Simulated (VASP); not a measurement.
The system is Sc2BP3.

```xyz
6
Lattice="5.5264 0.0000 0.0000 -2.7632 4.7860 0.0000 0.0000 0.0000 4.2526" Properties=species:S:1:pos:R:3 pbc="T T T"
Sc    2.7632    1.5953    0.0000
Sc    0.0000    3.1907    0.0000
B     0.0000    0.0000    0.0000
P    -1.3816    2.3930    2.1263
P     1.3816    2.3930    2.1263
P     2.7632    0.0000    2.1263
```

The cell was generated, and may not be a known phase.

- Program: VASP 6.6.1
- Task: relaxation of cell and atoms
- Functional: PBE
- Potentials or basis: VASP PAW PBE potentials, release 64 (Sc_sv, B, P)
- Cutoff: 600 eV
- k mesh: 6 × 6 × 4
- Occupations: gaussian, width 0.1 eV
- Spin: no spin polarisation

At the start: pressure -5.2 GPa; volume 18.75 Å³/atom.

Problem. Where does the relaxation end?

Solution. Over 11 steps the energy falls by 84.3 meV/atom and the volume is 16.43 Å³/atom (-12.4 %); space group P6/mmm (No. 191, to 0.1 Å) before and after.

The path:
```tsv
step	energy change (eV)	largest force (eV/Å)	pressure (GPa)	volume (Å³)
1	0.0000	0.0000	-5.23	112.48
2	-0.1569	0.0000	1.41	102.80
3	-0.1590	0.0000	0.64	103.71
4	-0.2792	0.0000	0.74	101.53
5	-0.4555	0.0000	3.85	94.54
6	-0.4765	0.0000	2.30	96.92
7	-0.4805	0.0000	2.83	96.06
8	-0.4700	0.0000	-2.60	101.05
9	-0.5050	0.0000	0.20	98.29
10	-0.5050	0.0000	0.25	98.25
11	-0.5059	0.0000	0.06	98.55
```

Final structure:
```yaml
crystal:
  lattice:
    - [5.02200, 0.00000, 0.00000]
    - [-2.51100, 4.34918, 0.00000]
    - [0.00000, 0.00000, 4.51221]
  atoms:
    - { symbol: Sc, position: [0.66667, 0.33333, 0.00000] }
    - { symbol: Sc, position: [0.33333, 0.66667, 0.00000] }
    - { symbol: B, position: [0.00000, 0.00000, 0.00000] }
    - { symbol: P, position: [0.00000, 0.50000, 0.50000] }
    - { symbol: P, position: [0.50000, 0.50000, 0.50000] }
    - { symbol: P, position: [0.50000, 0.00000, 0.50000] }
```

Caveat: the k points lie up to 0.35 Å⁻¹ apart in the final cell, too coarse for converged energies and pressures of a metal.
